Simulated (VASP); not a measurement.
Runs of VASP 6.6.1 on AlP. The structure is that of space group F-43m (No. 216), or close to it. The cells are those of the table. 

```csv
task,cell,gap on the mesh (eV),pressure (GPa)
single point,"a = 3.727 Å, angles 60.0°, 2 atoms",(a),10.1
relaxation of cell and atoms,"relaxed to 7 GPa from a = 3.842 Å, angles 60.0°, 2 atoms",1.27,7.0
single point,"a = 3.815 Å, angles 60.0°, 2 atoms",1.37,2.1
relaxation of cell and atoms,"relaxed to 2 GPa from a = 3.842 Å, angles 60.0°, 2 atoms",1.37,2.0
single point,"a = 3.682 Å, angles 60.0°, 2 atoms",(b),15.1
```

Alike in all rows: level LDA; potentials or basis VASP PAW LDA potentials, release 64 (Al, P); no spin polarisation; k mesh 8 × 8 × 8; cutoff (eV) 500; smearing gaussian 0.01 eV.

Fill in the values left out.

(a) 1.22; (b) 1.13.

Caveats: the cell stands under pressure (at least some runs); the cell is relaxed towards a set pressure, so the run minimises the enthalpy, not the energy (at least some runs).

A k mesh can miss the band edges.
